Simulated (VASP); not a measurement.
# Ti3Al (Pm) in VASP: a series of runs, part 2 of 2

VASP 6.6.1. The steps go on from the part before.

### 3 Single point, LDA (atoms displaced along several vibrational modes)

INCAR

```
ALGO     = Fast           # electronic algorithm
EDIFF    = 1E-7           # SCF threshold, eV
ENCUT    = 520            # plane-wave cutoff, eV
GGA      = CA             # functional
ISIF     = 2              # what is computed and relaxed
ISMEAR   = 0              # smearing method
LASPH    = T              # aspherical terms in the spheres
LCHARG   = F              # write CHGCAR
LREAL    = F              # projectors in reciprocal space
LWAVE    = F              # write WAVECAR
NBANDS   = 28             # bands
NELM     = 60             # most SCF steps
PREC     = Accurate       # precision mode
SIGMA    = 0.15           # smearing width, eV
```

KPOINTS

```
k-points
0
Gamma
  15 15 6
```

POSCAR

```
Ti3Al
1.0
    2.8609400907      0.0000000000      0.0000000000
   -1.4304700453      2.4776467973      0.0000000000
    0.0000000000      0.0000000000      9.0513401041
Ti Al
3 1
Direct
    0.5672516275      0.2267806155      0.0000000000
    0.3677747039      0.7035808164      0.7515223620
    0.3677747039      0.7035808164      0.2484776380
    0.7208329446      0.3913885750      0.5000000000
```

Potentials or basis: VASP PAW LDA potentials, release 64 (Ti_sv, Al).

Launch:

```sh
cat potpaw_LDA.64/Ti_sv/POTCAR potpaw_LDA.64/Al/POTCAR > POTCAR
mpirun -np 1 vasp_std > vasp.out
```

OUTCAR:

```text
EDIFF = 1E-7
   ENCUT = 520
   GGA = CA
   ISIF = 2
   ISMEAR = 0
   LASPH = T
   LREAL = F
   NELM = 60
   PREC = Accurate

 ion  position               nearest neighbor table
   1  0.567  0.227  0.000-   2 2.60   3 2.60   2 2.83   3 2.83
   2  0.368  0.704  0.752-   1 2.60   4 2.78   4 2.81   1 2.83   4 2.84
   3  0.368  0.704  0.248-   1 2.60   4 2.78   4 2.81   1 2.83   4 2.84
   4  0.721  0.391  0.500-   2 2.78   3 2.78   2 2.81   3 2.81   2 2.84   3 2.84

  LATTYP: Found a hexagonal cell.
 ALAT       =     2.8609400907
 C/A-ratio  =     3.1637642933

  Lattice vectors:

 A1 = (   2.8609400907,   0.0000000000,   0.0000000000)
 A2 = (  -1.4304700453,   2.4776467973,   0.0000000000)
 A3 = (   0.0000000000,   0.0000000000,   9.0513401041)

Analysis of symmetry for initial positions (statically):
=====================================================================
 Subroutine PRICEL returns:
 Original cell was already a primitive cell.

[... 165 lines left out ...]
 number of electron      39.0000003 magnetization

 Free energy of the ion-electron system (eV)
  ---------------------------------------------------
  ext. energy  EPLUGINS =         0.00000000
  ---------------------------------------------------
  free energy    TOTEN  =       -30.27385228 eV

  energy without entropy =      -30.22425791  energy(sigma->0) =      -30.24905509

 E-fermi :   8.4068     XC(G=0): -11.7406

 val. band max:        8.4060673876   @ k =   0.0000   0.4000   0.5000
 cond. band min:       8.4070499660   @ k =   0.4000   0.0667   0.5000
 fundamental gap:      0.0009825783
 Fermi energy:         8.4067686014

 k-point     1 :       0.0000    0.0000    0.0000
  band No.  band energies     occupation
      1     -47.4444      2.00000
      2     -47.3928      2.00000
      3     -47.2584      2.00000
      4     -24.4523      2.00000
      5     -24.1236      2.00000
      6     -23.7139      2.00000
[... 733 lines left out ...]
     27      10.9706      0.00000
     28      11.1784      0.00000

 [... further k-points ...]
[... 5 lines left out ...]
  --------------------------------------------------------------------------------------
  -------------------------------------------------------------------------------------
  Total       -1.0139167      0.2965769     -0.0965554     -0.1502016      0.0000000      0.0000000
  in kB      -25.3193066      7.4060539     -2.4111609     -3.7508026      0.0000000      0.0000000
  external PRESSURE =      -6.7748046 kB  Pullay stress =       0.0000000 kB

 VOLUME and BASIS-vectors are now :
 -----------------------------------------------------------------------------
  energy-cutoff  :      520.00
  volume of cell :       64.16
      direct lattice vectors                 reciprocal lattice vectors
     2.860940091  0.000000000  0.000000000     0.349535456  0.201804390  0.000000000
    -1.430470045  2.477646797  0.000000000     0.000000000  0.403608780  0.000000000
     0.000000000  0.000000000  9.051340104     0.000000000  0.000000000  0.110480878

 POSITION                                       TOTAL-FORCE (eV/Angst)
 -----------------------------------------------------------------------------------
      1.29847      0.56188      0.00000         0.103066      0.440565      0.000000
      0.04573      1.74322      6.80228        -0.015198     -0.178792      0.009477
      0.04573      1.74322      2.24906        -0.015198     -0.178792     -0.009477
      1.50239      0.96972      4.52567        -0.072669     -0.082980      0.000000
 -----------------------------------------------------------------------------------
    total drift:                                0.000103      0.000226      0.000000

  FREE ENERGIE OF THE ION-ELECTRON SYSTEM (eV)
  ---------------------------------------------------
  free  energy   TOTEN  =       -30.2738522826 eV

  energy  without entropy=      -30.2242579066  energy(sigma->0) =      -30.24905509
```

OSZICAR:

```text
N       E                     dE             d eps       ncg     rms          rms(c)
DAV:   1     0.468232170506E+03    0.46823E+03   -0.19558E+04 25320   0.163E+03
DAV:   2     0.233400239550E+02   -0.44489E+03   -0.43657E+03 25580   0.499E+02
DAV:   3    -0.282893137483E+02   -0.51629E+02   -0.50245E+02 43556   0.142E+02
[... 51 lines left out ...]
RMM:  55    -0.302738519983E+02   -0.93899E-07   -0.13654E-06 24804   0.367E-03    0.341E-03
RMM:  56    -0.302738520806E+02   -0.82316E-07   -0.12521E-06 25274   0.354E-03    0.326E-03
RMM:  57    -0.302738521569E+02   -0.76248E-07   -0.11141E-06 24089   0.339E-03    0.334E-03
RMM:  58    -0.302738522247E+02   -0.67812E-07   -0.10157E-06 24627   0.331E-03    0.329E-03
RMM:  59    -0.302738522826E+02   -0.57964E-07   -0.89944E-07 23395   0.319E-03
   1 F= -.30273852E+02 E0= -.30249055E+02  d E =-.495944E-01
```

stdout:

```text
POSCAR found type information on POSCAR TiAl
[... 75 lines left out ...]
 num prob  num prob  num prob  num prob  num prob  num prob  num prob  num prob  num prob  num prob  num prob  num prob  num prob  num prob  num prob  num prob  num prob  num prob  num prob  num prob  num prob  num prob  num prob  num prob  num prob  num prob  num prob  num prob  num prob  num prob  num prob  num prob  num prob  num prob  num prob  num prob  num prob  num prob  num prob  num prob  num prob  num prob  num prob  num prob  num prob  num prob  num prob  num prob  num prob  num prob  num prob  num prob  num prob  num prob  num prob  num prob  num prob  num prob  num prob  num prob  num prob  num prob  num prob  num prob  num prob  num prob  num prob  num prob  num prob  num prob  num prob  num prob  num prob  num prob  num prob WARNING in EDDRMM: call to ZHEGV failed, returncode =   6  3     22
 num prob  num prob  num prob  num pro
```

Run time: 42 min. Hardware: 1 thread of Intel Xeon Platinum 8488C (Sapphire Rapids), shared host; peak memory 0.69 GiB.

Results:

| Quantity | Value |
| --- | --- |
| Free energy | -30.2739 eV |
| Pressure | -0.7 GPa |
| Largest force | 0.452 eV/Å |
| Band gap on the k mesh | zero (an odd number of electrons rules out a gap without spin polarisation) |

Forces in eV/Å, atoms in the order of the input:
```
Ti   0.103  0.441  0.000
Ti  -0.015 -0.179  0.009
Ti  -0.015 -0.179 -0.009
Al  -0.073 -0.083  0.000
```

Stress tensor (GPa, compression positive):
```
-2.53 -0.38  0.00
-0.38  0.74  0.00
 0.00  0.00 -0.24
```

Caveat: the cell differs from its parent crystal (atoms displaced along several vibrational modes).
